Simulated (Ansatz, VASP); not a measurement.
**Two plane-wave programs on Ca**

```
Ca
1.0
     0.00000    2.76271    2.76271
     2.76271    0.00000    2.76271
     2.76271    2.76271    0.00000
Ca
1
Direct
  0.00000 0.00000 0.00000
```

Alike in both runs: task single point; functional PBE; k mesh 10 × 10 × 10; occupations gaussian, width 0.03 eV; no spin polarisation.

```csv
,VASP,Ansatz
version,VASP 6.6.1,Ansatz 0.2.0
potentials or method,"VASP PAW PBE potentials, release 64 (Ca_sv), cutoff 520 eV","plane waves (420 eV) with PAW, scalar-relativistic"
valence electrons in the cell,10,10
```

```tsv
	VASP	Ansatz	Ansatz less VASP
pressure (GPa)	0.0	0.0	-0.01
```

With one functional, cell and mesh, what is left measures potentials, basis and numerics.
